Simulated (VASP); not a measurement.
Wanted: the native input for a VASP 6.6.1 run.

* Task: single point
* Functional: r2SCAN
* Potentials or basis: VASP PAW PBE potentials, release 64 (Si, C)
* Cutoff: 660 eV
* k mesh: 10 × 10 × 10
* Occupations: gaussian, width 0.01 eV
* Spin: no spin polarisation
* Dipole correction: no
* Further INCAR settings: ALGO = Normal; EDIFF = 1e-06; NBANDS = 11

SiC:

```
CELL_PARAMETERS angstrom
0.00000 2.17814 2.17814
2.17814 0.00000 2.17814
2.17814 2.17814 0.00000
ATOMIC_POSITIONS crystal
Si 0.00000 0.00000 0.00000
C 0.25000 0.25000 0.25000
```

One way to write it, as run:

POSCAR

```
SiC
1.0
    0.0000000000      2.1781372296      2.1781372296
    2.1781372296      0.0000000000      2.1781372296
    2.1781372296      2.1781372296      0.0000000000
Si C
1 1
Direct
    0.0000000000      0.0000000000      0.0000000000
    0.2500000000      0.2500000000      0.2500000000
```

INCAR.step1

```
ALGO     = Normal         # electronic algorithm
EDIFF    = 1E-5           # SCF threshold, eV
ENCUT    = 660            # plane-wave cutoff, eV
GGA      = PE             # functional
GGA_COMPAT= F            
ISMEAR   = 0              # smearing method
LASPH    = T              # aspherical terms in the spheres
LCHARG   = F              # write CHGCAR
LREAL    = F              # projectors in reciprocal space
LWAVE    = T              # write WAVECAR
NBANDS   = 11             # bands
NELM     = 120            # most SCF steps
PREC     = Accurate       # precision mode
SIGMA    = 0.01           # smearing width, eV
```

INCAR.step2

```
ALGO     = Normal         # electronic algorithm
EDIFF    = 1E-6           # SCF threshold, eV
ENCUT    = 660            # plane-wave cutoff, eV
GGA_COMPAT= F            
ISIF     = 2              # what is computed and relaxed
ISMEAR   = 0              # smearing method
ISTART   = 1            
LASPH    = T              # aspherical terms in the spheres
LCHARG   = T              # write CHGCAR
LELF     = T              # ELF
LMIXTAU  = T            
LREAL    = F              # projectors in reciprocal space
LVHAR    = T            
LWAVE    = F              # write WAVECAR
METAGGA  = R2SCAN         # meta-GGA
NBANDS   = 11             # bands
NELM     = 120            # most SCF steps
PREC     = Accurate       # precision mode
SIGMA    = 0.01           # smearing width, eV
```

KPOINTS

```
k-points
0
Gamma
  10 10 10
```

Potentials or basis: VASP PAW PBE potentials, release 64 (Si, C).

Run with:

```bash
$ cat potpaw_PBE.64/Si/POTCAR potpaw_PBE.64/C/POTCAR > POTCAR
$ cp INCAR.step1 INCAR
$ mpirun -np 1 vasp_std > vasp.out
$ cp INCAR.step2 INCAR
$ mpirun -np 1 vasp_std > vasp.out
```

It gave:

* Pressure: -0.4 GPa
* Band gap on the k mesh: 1.73 eV (least direct gap 5.06 eV)

Caveat: the PAW data sets were made with another functional, which shifts forces and pressure a little.

Run time: 90 s on 1 thread of Intel Xeon 8259CL, with other jobs on the host, peak memory 0.16 GiB.
